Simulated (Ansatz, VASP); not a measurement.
**WC: VASP beside Ansatz**

INCAR

```
ALGO = Normal
EDIFF = 1E-7
ENCUT = 520
ISIF = 2
ISMEAR = -1
LASPH = True
LCHARG = False
LREAL = False
LWAVE = False
NBANDS = 16
NELM = 80
PREC = Accurate
SIGMA = 0.05
```

File KPOINTS:

```
k-points
0
Gamma
  13 13 12
```

Contents of POSCAR:

```
WC
1.0
    2.9005014360      0.0000000000      0.0000000000
   -1.4502507180      2.5119079273      0.0000000000
    0.0000000000      0.0000000000      2.8290000000
W C
1 1
Direct
    0.0000000000      0.0000000000      0.0000000000
    0.6666666667      0.3333333333      0.5000000000
```

Input for Ansatz:

```yaml
crystal:
  lattice:
    - [2.900501436, 0.0, 0.0]
    - [-1.450250718, 2.5119079273, 0.0]
    - [0.0, 0.0, 2.829]
  atoms:
    - { symbol: W, position: [0.0, 0.0, 0.0] }
    - { symbol: C, position: [0.6666666667, 0.3333333333, 0.5] }
kpoints:
  mp_grid: { grid: [13, 13, 12] }
  band_path:
    path:
      - [0.0, 0.0, 0.0]
      - [0.5, 0.0, 0.0]
      - [0.3333333333, 0.3333333333, 0.0]
      - [0.0, 0.0, 0.0]
      - [0.0, 0.0, 0.5]
      - [0.5, 0.0, 0.5]
      - [0.3333333333, 0.3333333333, 0.5]
      - [0.0, 0.0, 0.5]
      - [0.5, 0.0, 0.5]
    npoints: 5
scf:
  occupations: { method: fermi_dirac, width: 0.05 }
hamiltonian:
  xc: lda
  pseudopotentials: { kind: all_electron, lapw: { basis_error: 0.001 } }
output:
  forces: true
  stress: true
  eigenvalues: true
```

Alike in both runs: task single point; functional LDA; k mesh 13 × 13 × 12; occupations fermi-dirac, width 0.05 eV; no spin polarisation.

|  | VASP | Ansatz |
| --- | --- | --- |
| version | VASP 6.6.1 | Ansatz 0.2.0 |
| potentials or method | VASP PAW LDA potentials, release 64 (W_sv, C), cutoff 520 eV | all-electron LAPW, scalar-relativistic |

```csv
,VASP,Ansatz,Ansatz less VASP
pressure (GPa),-4.7,-7.2,-2.53
"traceless stress, the component that is largest in VASP (GPa)",-0.86,-1.20,-0.334
```

LDA's correlation is that of Perdew and Zunger in VASP and of Perdew and Wang (1992) in Ansatz. Ansatz ran all-electron here, and VASP with PAW potentials.

Neither program's run includes spin-orbit coupling.
